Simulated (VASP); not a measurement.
Ca, 1 atom in the cell. The structure is tetragonal, space group I4/mmm (No. 139). The conventional cell has a = 4.070 Å, b = 4.070 Å, c = 5.588 Å, α = 90.00°, β = 90.00°, γ = 90.00°. Within 5.3 Å of Ca (site symmetry 4/mmm) lie 12 Ca at 4.01 to 4.07 Å.  This cell differs from its parent crystal: x and y stretched by +3 %, z held.

| Item | Value |
| --- | --- |
| Program | VASP 6.6.1 |
| Task | electric field gradients |
| Functional | PBE |
| Potentials or basis | VASP PAW PBE potentials, release 64 (Ca_sv) |
| Cutoff | 520 eV |
| k mesh | 11 × 11 × 11 |
| Occupations | fermi-dirac, width 0.05 eV |
| Spin | no spin polarisation |
| Dipole correction | no |
| Further INCAR settings | ALGO = Normal; EDIFF = 1e-08; NBANDS = 11 |

Potentials or basis: VASP PAW PBE potentials, release 64 (Ca_sv).

The run is started by

```console
$ cat potpaw_PBE.64/Ca_sv/POTCAR > POTCAR
$ mpirun -np 1 vasp_std > vasp.out
```

Hardware: 1 thread of AMD EPYC 7R13 Processor (Zen 3) (shared host).

How long does it take, and how much memory?

Wall time 86 s on 1 thread of AMD EPYC 7R13 Processor (Zen 3), with other jobs on the host, peak memory 0.18 GiB. Counts: scf iterations 13, k points 126.
